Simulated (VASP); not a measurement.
# RuI2N6 (Fm-3m) in VASP: single point with PBE

Aim: the single point of RuI2N6 with PBE.

Program: VASP 6.6.1. These are calculated values, not measurements. Logs are shortened: lines on timing, memory, paths and dates and some standing lists are left out, and cuts for length are marked.

## (1) The cell of the first run

Symmetry: Fm-3m, No. 225, cubic system. The conventional cell has a = 7.750 Å, b = 7.750 Å, c = 7.750 Å, α = 90.00°, β = 90.00°, γ = 90.00°. Ru (site symmetry m-3m) has 6 N at 1.96 Å within 2.6 Å. I (site symmetry -43m) has 12 N at 2.74 Å and 4 Ru at 3.36 Å within 3.6 Å. N (site symmetry 4mm) has 1 Ru at 1.96 Å within 2.6 Å.

## (2) Single point, PBE

INCAR reads:

```
SYSTEM = RuI2N6
PREC = Accurate
ENCUT = 520
EDIFF = 1E-7
ISMEAR = -1
SIGMA = 0.15
LREAL = .False.
LASPH = .True.
NELM = 80
ALGO = Normal
ISIF = 2
LWAVE = .False.
LCHARG = .False.
GGA = PE
NBANDS = 39
```

KPOINTS reads:

```
regular mesh
0
Gamma
  5 5 5
  0 0 0
```

POSCAR reads:

```
RuI2N6
1.0
    0.0000000000      3.8752410000      3.8752410000
    3.8752410000      0.0000000000      3.8752410000
    3.8752410000      3.8752410000      0.0000000000
Ru I N
1 2 6
Direct
    0.0000000000      0.0000000000      0.0000000000
    0.7500000000      0.7500000000      0.7500000000
    0.2500000000      0.2500000000      0.2500000000
    0.7476920000      0.7476920000      0.2523080000
    0.2523080000      0.7476920000      0.2523080000
    0.7476920000      0.2523080000      0.2523080000
    0.2523080000      0.2523080000      0.7476920000
    0.7476920000      0.2523080000      0.7476920000
    0.2523080000      0.7476920000      0.7476920000
```

Potentials or basis: VASP PAW PBE potentials, release 64 (Ru_pv, I, N).

Run with:

```
cat potpaw_PBE.64/Ru_pv/POTCAR potpaw_PBE.64/I/POTCAR potpaw_PBE.64/N/POTCAR > POTCAR
mpirun -np 1 vasp_std > vasp.out
```

OUTCAR:

```text
SYSTEM = RuI2N6
   PREC = Accurate
   ENCUT = 520
   EDIFF = 1E-7
   ISMEAR = -1
   LREAL = .False.
   LASPH = .True.
   NELM = 80
   ISIF = 2
   GGA = PE

 ion  position               nearest neighbor table
   1  0.000  0.000  0.000-   4 1.96   5 1.96   6 1.96   7 1.96   8 1.96   9 1.96   2 3.36   3 3.36
                             2 3.36   2 3.36   2 3.36   3 3.36   3 3.36   3 3.36
   2  0.750  0.750  0.750-   1 3.36   1 3.36   1 3.36   1 3.36
   3  0.250  0.250  0.250-   1 3.36   1 3.36   1 3.36   1 3.36
   4  0.748  0.748  0.252-   1 1.96
   5  0.252  0.748  0.252-   1 1.96
   6  0.748  0.252  0.252-   1 1.96
   7  0.252  0.252  0.748-   1 1.96
   8  0.748  0.252  0.748-   1 1.96
   9  0.252  0.748  0.748-   1 1.96

  LATTYP: Found a face centered cubic cell.
 ALAT       =     7.7504820000

  Lattice vectors:

 A1 = (   0.0000000000,   3.8752410000,   3.8752410000)
 A2 = (   3.8752410000,   0.0000000000,   3.8752410000)
 A3 = (   3.8752410000,   3.8752410000,   0.0000000000)

Analysis of symmetry for initial positions (statically):
=====================================================================
 Subroutine PRICEL returns:
 Original cell was already a primitive cell.

 Routine SETGRP: Setting up the symmetry group for a
 face centered cubic supercell.

 Subroutine GETGRP returns: Found 48 space group operations
 (whereof 48 operations were pure point group operations)
 out of a pool of 48 trial point group operations.

The static configuration has the point symmetry O_h .

Analysis of symmetry for dynamics (positions and initial velocities):
=====================================================================
 Subroutine PRICEL returns:
 Original cell was already a primitive cell.

 Routine SETGRP: Setting up the symmetry group for a
 face centered cubic supercell.

 Subroutine GETGRP returns: Found 48 space group operations
 (whereof 48 operations were pure point group operations)
 out of a pool of 48 trial point group operations.

The dynamic configuration has the point symmetry O_h .

 Subroutine INISYM returns: Found 48 space group operations
 (whereof 48 operations are pure point group operations),
 and found     1 'primitive' translations

----------------------------------------------------------------------------------------

                                     Primitive cell

  volume of cell :     116.3928

  direct lattice vectors                    reciprocal lattice vectors
     0.000000000  3.875241000  3.875241000    -0.129024234  0.129024234  0.129024234
     3.875241000  0.000000000  3.875241000     0.129024234 -0.129024234  0.129024234
     3.875241000  3.875241000  0.000000000     0.129024234  0.129024234 -0.129024234

  length of vectors
     5.480418380  5.480418380  5.480418380     0.223476528  0.223476528  0.223476528

  position of ions in fractional coordinates (direct lattice)
     0.000000000  0.000000000  0.000000000
     0.750000000  0.750000000  0.750000000
     0.250000000  0.250000000  0.250000000
     0.747692000  0.747692000  0.252308000
     0.252308000  0.747692000  0.252308000
     0.747692000  0.252308000  0.252308000
     0.252308000  0.252308000  0.747692000
     0.747692000  0.252308000  0.747692000
     0.252308000  0.747692000  0.747692000

  ion indices of the primitive-cell ions
   primitive index   ion index
                 1           1
                 2           2
                 3           3
                 4           4
                 5           5
                 6           6
                 7           7
                 8           8
                 9           9

----------------------------------------------------------------------------------------

 KPOINTS: regular mesh

Automatic generation of k-mesh.
 Grid dimensions read from file:
 generate k-points for:    5    5    5

 Generating k-lattice:

  Cartesian coordinates                     Fractional coordinates (reciprocal lattice)
    -0.025804847  0.025804847  0.025804847     0.200000000  0.000000000  0.000000000
     0.025804847 -0.025804847  0.025804847     0.000000000  0.200000000  0.000000000
     0.025804847  0.025804847 -0.025804847     0.000000000  0.000000000  0.200000000

  Length of vectors
     0.044695306  0.044695306  0.044695306

  Shift w.r.t. Gamma in fractional coordinates (k-lattice)
     0.000000000  0.000000000  0.000000000

 Subroutine IBZKPT returns following result:
 ===========================================

 Found     10 irreducible k-points:

 Following reciprocal coordinates:
            Coordinates               Weight
  0.000000  0.000000  0.000000      1.000000
  0.200000  0.000000  0.000000      8.000000
  0.400000  0.000000  0.000000      8.000000
  0.200000  0.200000  0.000000      6.000000
  0.400000  0.200000  0.000000     24.000000
 -0.400000  0.200000  0.000000     24.000000
 -0.200000  0.200000  0.000000     12.000000
  0.400000  0.400000  0.000000      6.000000
 -0.400000  0.400000  0.000000     12.000000
 -0.400000  0.400000  0.200000     24.000000
   k-points           NKPTS =     10   k-points in BZ     NKDIM =     10   number of bands    NBANDS=     39
   number of dos      NEDOS =    301   number of ions     NIONS =      9
   total plane-waves  NPLWV =  74088
   dimension x,y,z NGX =    42 NGY =   42 NGZ =   42
   dimension x,y,z NGXF=    84 NGYF=   84 NGZF=   84
   ions per type =               1   2   6
   NGX,Y,Z   is equivalent  to a cutoff of  12.74, 12.74, 12.74 a.u.
   NGXF,Y,Z  is equivalent  to a cutoff of  25.48, 25.48, 25.48 a.u.
 SYSTEM =  RuI2N6
   PREC   = accura    normal or accurate (medium, high low for compatibility)
   ISTART =      0    job   : 0-new  1-cont  2-samecut
   ICHARG =      2    charge: 1-file 2-atom 10-const
   ISPIN  =      1    spin polarized calculation?
   LNONCOLLINEAR =      F non collinear calculations
   LSORBIT =      F    spin-orbit coupling
   LASPH  =      T    aspherical Exc in radial PAW
   ENCUT  =  520.0 eV  38.22 Ry    6.18 a.u.  10.19 10.19 10.19*2*pi/ulx,y,z
   NELM   =     80;   NELMIN=  2; NELMDL= -5     # of ELM steps
   EDIFF  = 0.1E-06   stopping-criterion for ELM
   LREAL  =      F    real-space projection
   EDIFFG = 0.1E-05   stopping-criterion for IOM
   NSW    =      0    number of steps for IOM
   IBRION =     -1    ionic relax: 0-MD 1-quasi-New 2-CG
   NFREE  =      0    steps in history (QN), initial steepest desc. (CG)
   ISIF   =      2    stress and relaxation
   ISYM   =      2    0-nonsym 1-usesym 2-fastsym
   POTIM  = 0.5000    time-step for ionic-motion
   TEBEG  =    0.0;   TEEND  =   0.0 temperature during run
   PSTRESS=    0.0 pullay stress
   NELECT =      58.0000    total number of electrons
   NUPDOWN=      -1.0000    fix difference up-down
   EMIN   =  10.00;   EMAX   =-10.00  energy-range for DOS
   EFERMI =   0.00;   METHOD = LEGACY
   ISMEAR =    -1;   SIGMA  =   0.15  broadening in eV -4-tet -1-fermi 0-gaus
   EFERMI_NEDOS =   21; number of points for ismear=-14 and -15
   IALGO  =     38    algorithm
   IMIX   =      4    mixing-type and parameters
     AMIX     =   0.40;   BMIX     =  1.00
     AMIX_MAG =   1.60;   BMIX_MAG =  1.00
  volume/ion in A,a.u.               =      12.93        87.27
  Fermi-wavevector in a.u.,A,eV,Ry     =   1.297903  2.452680 22.919711  1.684551
  Thomas-Fermi vector in A             =   2.429265
   LORBIT       =      0    0 simple, 1 ext, 2 COOP (PROOUT), +10 PAW based schemes
   GGA     = PE    functional components
   LHFCALC =     F    Hartree Fock is set to
   AEXX    =    0.0000 exact exchange contribution
   IVDW    =     0    specifies the selected vdW correction
   LEPSILON=     F    determine dielectric tensor
   LRPA    =     F    only Hartree local field effects (RPA)
 non-spin polarized calculation
  energy-cutoff  :      520.00
  volume of cell :      116.39
 maximum number of plane-waves:      3150
 NGX is ok and might be reduce to    42
   NGX = 21   NGY = 21   NGZ = 21

 number of electron      57.9999995 magnetization

 Free energy of the ion-electron system (eV)
  ---------------------------------------------------
  ext. energy  EPLUGINS =         0.00000000
  ---------------------------------------------------
  free energy    TOTEN  =       -39.99436421 eV

  energy without entropy =      -39.24902391  energy(sigma->0) =      -39.62169406

 E-fermi :   6.7676     XC(G=0): -11.4341

 val. band max:        6.7538122129   @ k =  -0.2000   0.2000   0.0000
 cond. band min:       6.7804020553   @ k =   0.4000   0.2000   0.0000
 fundamental gap:      0.0265898424
 Fermi energy:         6.7675531259

 k-point     1 :       0.0000    0.0000    0.0000
  band No.  band energies     occupation
      1     -37.0928      2.00000
      2     -37.0928      2.00000
      3     -37.0928      2.00000
      4      -9.9642      2.00000
      5      -6.3958      2.00000
      6      -6.3958      2.00000
[... 31 lines left out ...]
     38      10.2147      0.00000
     39      13.0131      0.00000

 k-point     2 :       0.2000    0.0000    0.0000
  band No.  band energies     occupation
      1     -37.0929      2.00000
      2     -37.0928      2.00000
      3     -37.0928      2.00000
      4      -9.7270      2.00000
      5      -6.7689      2.00000
      6      -6.5362      2.00000
[... 31 lines left out ...]
     38       9.9938      0.00000
     39      12.8584      0.00000

 k-point     3 :       0.4000    0.0000    0.0000
  band No.  band energies     occupation
      1     -37.0930      2.00000
      2     -37.0928      2.00000
      3     -37.0928      2.00000
      4      -9.0529      2.00000
      5      -7.9283      2.00000
      6      -6.6867      2.00000
[... 31 lines left out ...]
     38       9.6273      0.00000
     39      12.6194      0.00000

 k-point     4 :       0.2000    0.2000    0.0000
  band No.  band energies     occupation
      1     -37.0929      2.00000
      2     -37.0928      2.00000
      3     -37.0928      2.00000
      4      -9.6486      2.00000
      5      -6.7419      2.00000
      6      -6.4756      2.00000
[... 31 lines left out ...]
     38       9.8628      0.00000
     39      12.5475      0.00000

 k-point     5 :       0.4000    0.2000    0.0000
  band No.  band energies     occupation
      1     -37.0929      2.00000
      2     -37.0928      2.00000
      3     -37.0928      2.00000
      4      -9.1181      2.00000
      5      -7.4015      2.00000
      6      -6.9292      2.00000
[... 31 lines left out ...]
     38       9.5512      0.00000
     39      12.2477      0.00000

 k-point     6 :      -0.4000    0.2000    0.0000
  band No.  band energies     occupation
      1     -37.0929      2.00000
      2     -37.0929      2.00000
      3     -37.0928      2.00000
      4      -8.5812      2.00000
      5      -8.1170      2.00000
      6      -7.0428      2.00000
[... 31 lines left out ...]
     38       9.3471      0.00000
     39      12.3637      0.00000

 k-point     7 :      -0.2000    0.2000    0.0000
  band No.  band energies     occupation
      1     -37.0929      2.00000
      2     -37.0929      2.00000
      3     -37.0928      2.00000
      4      -9.3418      2.00000
      5      -7.1325      2.00000
      6      -6.9167      2.00000
[... 31 lines left out ...]
     38       9.6741      0.00000
     39      12.6098      0.00000

 k-point     8 :       0.4000    0.4000    0.0000
  band No.  band energies     occupation
      1     -37.0930      2.00000
      2     -37.0929      2.00000
      3     -37.0929      2.00000
      4      -8.7586      2.00000
      5      -7.4581      2.00000
      6      -6.9002      2.00000
[... 31 lines left out ...]
     38       9.2334      0.00000
     39      11.7507      0.00000

 k-point     9 :      -0.4000    0.4000    0.0000
  band No.  band energies     occupation
      1     -37.0929      2.00000
      2     -37.0929      2.00000
      3     -37.0929      2.00000
      4      -8.1468      2.00000
      5      -7.8961      2.00000
      6      -7.5936      2.00000
[... 31 lines left out ...]
     38       8.9855      0.00000
     39      11.8414      0.00000

 k-point    10 :      -0.4000    0.4000    0.2000
  band No.  band energies     occupation
      1     -37.0929      2.00000
      2     -37.0929      2.00000
      3     -37.0929      2.00000
      4      -8.4812      2.00000
      5      -7.6089      2.00000
      6      -7.3551      2.00000
[... 31 lines left out ...]
     38       9.0663      0.00000
     39      12.0785      0.00000

------------------------ aborting loop because EDIFF is reached ----------------------------------------

  FORCE on cell =-STRESS in cart. coord.  units (eV):
  Direction    XX          YY          ZZ          XY          YZ          ZX
  --------------------------------------------------------------------------------------
  -------------------------------------------------------------------------------------
  Total        0.1164570      0.1164570      0.1164570     -0.0000000     -0.0000000      0.0000000
  in kB        1.6030608      1.6030608      1.6030608     -0.0000000     -0.0000000      0.0000000
  external PRESSURE =       1.6030608 kB  Pullay stress =       0.0000000 kB

 VOLUME and BASIS-vectors are now :
 -----------------------------------------------------------------------------
  energy-cutoff  :      520.00
  volume of cell :      116.39
      direct lattice vectors                 reciprocal lattice vectors
     0.000000000  3.875241000  3.875241000    -0.129024234  0.129024234  0.129024234
     3.875241000  0.000000000  3.875241000     0.129024234 -0.129024234  0.129024234
     3.875241000  3.875241000  0.000000000     0.129024234  0.129024234 -0.129024234

 POSITION                                       TOTAL-FORCE (eV/Angst)
 -----------------------------------------------------------------------------------
      0.00000      0.00000      0.00000        -0.000000      0.000000      0.000000
      5.81286      5.81286      5.81286        -0.000000      0.000000     -0.000000
      1.93762      1.93762      1.93762         0.000000      0.000000      0.000000
      3.87524      3.87524      5.79497         0.000000      0.000000      0.241428
      3.87524      1.95551      3.87524         0.000000     -0.241428      0.000000
      1.95551      3.87524      3.87524        -0.241428      0.000000      0.000000
      3.87524      3.87524      1.95551         0.000000      0.000000     -0.241428
      3.87524      5.79497      3.87524         0.000000      0.241428      0.000000
      5.79497      3.87524      3.87524         0.241428      0.000000      0.000000
 -----------------------------------------------------------------------------------
    total drift:                                0.000000      0.000000      0.000000

  FREE ENERGIE OF THE ION-ELECTRON SYSTEM (eV)
  ---------------------------------------------------
  free  energy   TOTEN  =       -39.9943642065 eV

  energy  without entropy=      -39.2490239084  energy(sigma->0) =      -39.62169406
```

Run time: 71 s. Hardware: 1 thread of AMD EPYC 7R13 (Zen 3), shared host; peak memory 0.24 GiB.

Results:

* Free energy: -39.9944 eV
* Pressure: 0.2 GPa
* Largest force: 0.241 eV/Å
* Band gap on the k mesh: zero (band 29 reaches 6.81 eV, above the bottom of band 30 at 6.73 eV)

Forces in eV/Å, atoms in the order of the input:
```
Ru   0.000  0.000  0.000
I    0.000  0.000  0.000
I    0.000  0.000  0.000
N    0.000  0.000  0.241
N    0.000 -0.241  0.000
N   -0.241  0.000  0.000
N    0.000  0.000 -0.241
N    0.000  0.241  0.000
N    0.241  0.000  0.000
```

Levels at points of the mesh, in eV from the Fermi level:
```tsv
k point	band 27	band 28	band 29	band 30	band 31	band 32
(0.00, 0.00, 0.00)	-0.17	-0.17	-0.17	0.60	0.60	0.60
```

Caveat: spin-orbit coupling is left out, which moves the levels of the heavy elements.
